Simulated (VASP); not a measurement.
# NdHf (P6_3mc) in VASP: relaxation of cell and atoms with PBE

Aim: the relaxation of cell and atoms of NdHf with PBE.

Everything below comes from runs of VASP 6.6.1. Logs are shortened: lines on timing, memory, paths and dates and some standing lists are left out, and cuts for length are marked.

## (1) The cell of the first run

The structure is hexagonal, space group P6_3mc (No. 186). The conventional cell has a = 4.182 Å, b = 4.182 Å, c = 6.828 Å, α = 90.00°, β = 90.00°, γ = 120.00°. Within 3.4 Å of Nd (site symmetry 3m) lie 4 Hf at 2.54 to 2.63 Å. Within 3.4 Å of Hf (site symmetry 3m) lie 4 Nd at 2.54 to 2.63 Å.

The cell was generated, and may not be a known phase.

## (2) Relaxation of cell and atoms, PBE

Input file INCAR:

```
ALGO     = Normal         # electronic algorithm
EDIFF    = 1E-7           # SCF threshold, eV
EDIFFG   = -0.08          # ionic threshold
ENCUT    = 500            # plane-wave cutoff, eV
GGA      = PE             # functional
GGA_COMPAT= False        
IBRION   = 2              # ionic algorithm
ISIF     = 3              # what is computed and relaxed
ISMEAR   = 0              # smearing method
LASPH    = True           # aspherical terms in the spheres
LCHARG   = False          # write CHGCAR
LMAXMIX  = 6              # l up to which the mixer works
LREAL    = False          # projectors in reciprocal space
LWAVE    = False          # write WAVECAR
NELM     = 200            # most SCF steps
NELMIN   = 4            
NSW      = 36             # ionic steps
PREC     = Accurate       # precision mode
SIGMA    = 0.2            # smearing width, eV
```

Input file KPOINTS:

```
k-points
0
Gamma
  5 5 3
```

Input file POSCAR:

```
NdHf
1.0
    4.1821904800      0.0000000000      0.0000000000
   -2.0910952400      3.6218832000      0.0000000000
    0.0000000000      0.0000000000      6.8276689700
Nd Hf
2 2
Direct
    0.3333333300      0.6666666700      0.0000000000
    0.6666666700      0.3333333300      0.5000000000
    0.3333333300      0.6666666700      0.3849999900
    0.6666666700      0.3333333300      0.8849999900
```

Potentials or basis: VASP PAW PBE potentials, release 64 (Nd_3, Hf_pv), 4f in core.

On the command line:

```sh
> cat potpaw_PBE.64/Nd_3/POTCAR potpaw_PBE.64/Hf_pv/POTCAR > POTCAR
> mpirun -np 1 vasp_std > vasp.out
```

OUTCAR:

```text
EDIFF = 1E-7
   EDIFFG = -0.08
   ENCUT = 500
   GGA = PE
   IBRION = 2
   ISIF = 3
   ISMEAR = 0
   LASPH = True
   LREAL = False
   NELM = 200
   NELMIN = 4
   NSW = 36
   PREC = Accurate

 ion  position               nearest neighbor table
   1  0.333  0.667  0.000-   4 2.54   4 2.54   4 2.54   3 2.63
   2  0.667  0.333  0.500-   3 2.54   3 2.54   3 2.54   4 2.63
   3  0.333  0.667  0.385-   2 2.54   2 2.54   2 2.54   1 2.63
   4  0.667  0.333  0.885-   1 2.54   1 2.54   1 2.54   2 2.63

  LATTYP: Found a hexagonal cell.
 ALAT       =     4.1821904800
 C/A-ratio  =     1.6325581062

  Lattice vectors:

 A1 = (   4.1821904800,   0.0000000000,   0.0000000000)
 A2 = (  -2.0910952400,   3.6218832000,   0.0000000000)
 A3 = (   0.0000000000,   0.0000000000,   6.8276689700)

Analysis of symmetry for initial positions (statically):
=====================================================================
 Subroutine PRICEL returns:
 Original cell was already a primitive cell.

 Routine SETGRP: Setting up the symmetry group for a
 hexagonal supercell.

 Subroutine GETGRP returns: Found 12 space group operations
 (whereof  6 operations were pure point group operations)
 out of a pool of 24 trial point group operations.

The static configuration has the point symmetry C_3v.
 The point group associated with its full space group is C_6v.

Analysis of symmetry for dynamics (positions and initial velocities):
=====================================================================
 Subroutine PRICEL returns:
 Original cell was already a primitive cell.

 Routine SETGRP: Setting up the symmetry group for a
 hexagonal supercell.

 Subroutine GETGRP returns: Found 12 space group operations
 (whereof  6 operations were pure point group operations)
 out of a pool of 24 trial point group operations.

The dynamic configuration has the point symmetry C_3v.
 The point group associated with its full space group is C_6v.

 Subroutine INISYM returns: Found 12 space group operations
 (whereof  6 operations are pure point group operations),
 and found     1 'primitive' translations

----------------------------------------------------------------------------------------

                                     Primitive cell

  volume of cell :     103.4215

  direct lattice vectors                    reciprocal lattice vectors
     4.182190480  0.000000000  0.000000000     0.239109147  0.138049731  0.000000000
    -2.091095240  3.621883200  0.000000000     0.000000000  0.276099461  0.000000000
     0.000000000  0.000000000  6.827668970     0.000000000  0.000000000  0.146462871

[... 71 lines left out ...]
   NELM   =    200;   NELMIN=  4; NELMDL= -5     # of ELM steps
   EDIFF  = 0.1E-06   stopping-criterion for ELM
   LREAL  =      F    real-space projection
   EDIFFG = -.8E-01   stopping-criterion for IOM
   NSW    =     36    number of steps for IOM
   IBRION =      2    ionic relax: 0-MD 1-quasi-New 2-CG
   NFREE  =      1    steps in history (QN), initial steepest desc. (CG)
   ISIF   =      3    stress and relaxation
   ISYM   =      2    0-nonsym 1-usesym 2-fastsym
   POTIM  = 0.5000    time-step for ionic-motion
   TEBEG  =    0.0;   TEEND  =   0.0 temperature during run
   PSTRESS=    0.0 pullay stress
   NELECT =      42.0000    total number of electrons
   NUPDOWN=      -1.0000    fix difference up-down
   EMIN   =  10.00;   EMAX   =-10.00  energy-range for DOS
   EFERMI =   0.00;   METHOD = LEGACY
   ISMEAR =     0;   SIGMA  =   0.20  broadening in eV -4-tet -1-fermi 0-gaus
   EFERMI_NEDOS =   21; number of points for ismear=-14 and -15
   IALGO  =     38    algorithm
   IMIX   =      4    mixing-type and parameters
     AMIX     =   0.40;   BMIX     =  1.00
     AMIX_MAG =   1.60;   BMIX_MAG =  1.00
  volume/ion in A,a.u.               =      25.86       174.48
  Fermi-wavevector in a.u.,A,eV,Ry     =   1.212330  2.290972 19.997097  1.469745
  Thomas-Fermi vector in A             =   2.347818
   LORBIT       =      0    0 simple, 1 ext, 2 COOP (PROOUT), +10 PAW based schemes
   GGA     = PE    functional components
   LHFCALC =     F    Hartree Fock is set to
   AEXX    =    0.0000 exact exchange contribution
   IVDW    =     0    specifies the selected vdW correction
   LEPSILON=     F    determine dielectric tensor
   LRPA    =     F    only Hartree local field effects (RPA)
 conjugate gradient relaxation of ions
 non-spin polarized calculation
 Gauss-broadening in eV      SIGMA  =   0.20
  energy-cutoff  :      500.00
  volume of cell :      103.42
 maximum number of plane-waves:      2659
 NGX is ok and might be reduce to    32
   NGX = 15   NGY = 15   NGZ = 25

--------------------------------------- Ionic step        1  -------------------------------------------

 number of electron      41.9999999 magnetization

 Free energy of the ion-electron system (eV)
  ---------------------------------------------------
  ext. energy  EPLUGINS =         0.00000000
  ---------------------------------------------------
  free energy    TOTEN  =       -18.26008663 eV

  energy without entropy =      -18.14680387  energy(sigma->0) =      -18.20344525

 E-fermi :   4.0340     XC(G=0): -10.5434

 val. band max:        4.0201926625   @ k =   0.4000   0.0000   0.0000
 cond. band min:       4.1845627716   @ k =   0.2000   0.2000   0.0000
 fundamental gap:      0.1643701091
 Fermi energy:         4.0340034609

 k-point     1 :       0.0000    0.0000    0.0000
  band No.  band energies     occupation
      1     -33.5402      2.00000
      2     -33.4607      2.00000
      3     -27.1236      2.00000
      4     -27.1236      2.00000
      5     -27.0974      2.00000
      6     -27.0974      2.00000
[... 376 lines left out ...]
  FREE ENERGIE OF THE ION-ELECTRON SYSTEM (eV)
  ---------------------------------------------------
  free  energy   TOTEN  =       -20.8176691610 eV

  energy  without entropy=      -20.7193361841  energy(sigma->0) =      -20.76850267

[... ionic steps 4 to 13 ...]

--------------------------------------- Ionic step       14  -------------------------------------------

 number of electron      42.0000005 magnetization

------------------------ aborting loop because EDIFF is reached ----------------------------------------
[... 71 lines left out ...]
--------------------------------------- Ionic step       16  -------------------------------------------

 number of electron      42.0000005 magnetization

 Free energy of the ion-electron system (eV)
  ---------------------------------------------------
  ext. energy  EPLUGINS =         0.00000000
  ---------------------------------------------------
  free energy    TOTEN  =       -22.58342686 eV

  energy without entropy =      -22.37963005  energy(sigma->0) =      -22.48152845

 E-fermi :   1.8722     XC(G=0):  -8.8063

 val. band max:        1.8642541643   @ k =   0.2000   0.2000   0.3333
 cond. band min:       1.8906080115   @ k =   0.2000   0.0000   0.0000
 fundamental gap:      0.0263538472
 Fermi energy:         1.8721759957

 k-point     1 :       0.0000    0.0000    0.0000
  band No.  band energies     occupation
      1     -35.5943      2.00000
      2     -35.5811      2.00000
      3     -29.4477      2.00000
      4     -29.4477      2.00000
      5     -29.4371      2.00000
      6     -29.4371      2.00000
[... 300 lines left out ...]
  FREE ENERGIE OF THE ION-ELECTRON SYSTEM (eV)
  ---------------------------------------------------
  free  energy   TOTEN  =       -22.5834268591 eV

  energy  without entropy=      -22.3796300507  energy(sigma->0) =      -22.48152845

 reached required accuracy - stopping structural energy minimisation
```

OSZICAR:

```text
N       E                     dE             d eps       ncg     rms          rms(c)
DAV:   1     0.309009384152E+03    0.30901E+03   -0.22425E+04   500   0.157E+03
DAV:   2    -0.105438714696E+01   -0.31006E+03   -0.30725E+03   582   0.403E+02
DAV:   3    -0.189057905056E+02   -0.17851E+02   -0.17619E+02   863   0.697E+01
[... 247 lines left out ...]
DAV:   7    -0.225834275808E+02   -0.34377E-05   -0.54550E-05   757   0.307E-02    0.125E-02
DAV:   8    -0.225834258816E+02    0.16992E-05   -0.38051E-06   744   0.103E-02    0.317E-03
DAV:   9    -0.225834266105E+02   -0.72890E-06   -0.50345E-07   664   0.195E-03    0.128E-03
DAV:  10    -0.225834268768E+02   -0.26632E-06   -0.75099E-08   436   0.102E-03    0.395E-04
DAV:  11    -0.225834268591E+02    0.17719E-07   -0.27619E-08   436   0.621E-04
  16 F= -.22583427E+02 E0= -.22481528E+02  d E =-.349852E-02
```

CONTCAR:

```text
NdHf
   1.00000000000000
     5.4430336328475430    0.0000000000000000    0.0000000000000000
    -2.7215168164237715    4.7138054014338584   -0.0000000000000000
     0.0000000000000000    0.0000000000000000    6.0413678582736940
  Nd              Hf
     2     2
Direct
     0.3333333300000021    0.6666666699999979    0.9423233571470975
     0.6666666699999979    0.3333333300000021    0.4423233571470978
     0.3333333300000021    0.6666666699999979    0.4426766328528994
     0.6666666699999979    0.3333333300000021    0.9426766328528997

  0.00000000E+00  0.00000000E+00  0.00000000E+00
  0.00000000E+00  0.00000000E+00  0.00000000E+00
  0.00000000E+00  0.00000000E+00  0.00000000E+00
  0.00000000E+00  0.00000000E+00  0.00000000E+00
```

Run time: 6.8 min. Hardware: 1 thread of AMD EPYC 7R13 (Zen 3), shared host; peak memory 0.21 GiB.

What came out:

| Item | Value |
| --- | --- |
| Free energy | -22.5834 eV |
| Relaxed volume | 38.75 Å³/atom |
| Relaxed cell | a = 5.443 Å, b = 5.443 Å, c = 6.041 Å, α = 90.00°, β = 90.00°, γ = 120.00° |
| Space group after relaxing (to 0.1 Å) | P6_3/mmc (No. 194) |
| Energy gained by relaxing | 1080.8 meV/atom |
| Ionic steps | 16 |
| Pressure after relaxing | 0.0 GPa |
| Largest force after relaxing | 0.009 eV/Å |
| Band gap on the k mesh | zero (bands 21 and 22 overlap by 0.60 eV) |

Forces on the atoms (eV/Å):
```
Nd   0.000  0.000  0.009
Nd   0.000  0.000  0.009
Hf   0.000  0.000 -0.009
Hf   0.000  0.000 -0.009
```

Step by step:
```tsv
step	energy change (eV)	largest force (eV/Å)	pressure (GPa)	volume (Å³)
1	0.0000	0.0018	21.79	103.42
2	-2.3923	0.6647	-2.81	165.30
3	-2.5576	0.6435	-0.31	149.04
4	-2.5581	0.6399	-0.09	148.02
5	-2.6521	0.6024	-0.22	148.30
6	-2.9541	0.3209	-0.51	148.97
7	-3.6231	0.1957	-0.10	149.57
8	-2.9472	3.6606	3.27	147.52
9	-3.8820	0.3250	-0.03	149.52
10	-4.2373	0.3517	0.69	148.90
11	-4.0541	1.1197	0.44	156.80
12	-4.2595	0.4693	0.52	150.94
13	-4.3185	0.1161	-0.28	155.86
14	-4.3198	0.0538	-0.41	156.71
15	-4.3187	0.0455	0.41	153.06
16	-4.3233	0.0094	-0.04	155.01
```

Final structure:
```
Nd Hf
1.0
     5.44303    0.00000    0.00000
    -2.72152    4.71381    0.00000
     0.00000    0.00000    6.04137
Nd Hf
2 2
Direct
  0.33333 0.66667 0.94232
  0.66667 0.33333 0.44232
  0.33333 0.66667 0.44268
  0.66667 0.33333 0.94268
```

Caveat: the volume moved by over 15 % at a fixed basis, so the end points are rough; spin-orbit coupling is left out, which moves the levels of the heavy elements; the 4f electrons are frozen in the core, so they carry no moment and show no levels.

The gap in the log of VASP goes by the Fermi energy; the results here count the filled bands.